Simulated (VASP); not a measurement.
Pd, 1 atom in the cell. The structure is cubic, space group Fm-3m (No. 225). The conventional cell has a = 3.875 Å, b = 3.875 Å, c = 3.875 Å, α = 90.00°, β = 90.00°, γ = 90.00°. Pd (site symmetry m-3m) has 12 Pd at 2.74 Å within 3.6 Å. 

* Program: VASP 6.6.1
* Task: single point
* Functional: PBEsol
* Potentials or basis: VASP PAW PBE potentials, release 64 (Pd)
* Cutoff: 500 eV
* k mesh: 18 × 18 × 18
* Occupations: gaussian, width 0.1 eV
* Spin: no spin polarisation
* Dipole correction: no
* Further INCAR settings: ALGO = Normal; EDIFF = 1e-06; NBANDS = 11

Potentials or basis: VASP PAW PBE potentials, release 64 (Pd).

Run with:

```console
$ cat potpaw_PBE.64/Pd/POTCAR > POTCAR
$ mpirun -np 1 vasp_std > vasp.out
```

Hardware: 1 thread of Intel Xeon 8259CL, with other jobs on the host.

Estimate the wall time of this run.

Run time: 20 s on 1 thread of Intel Xeon 8259CL, with other jobs on the host, peak memory 0.15 GiB. Counts: scf iterations 11, k points 195.
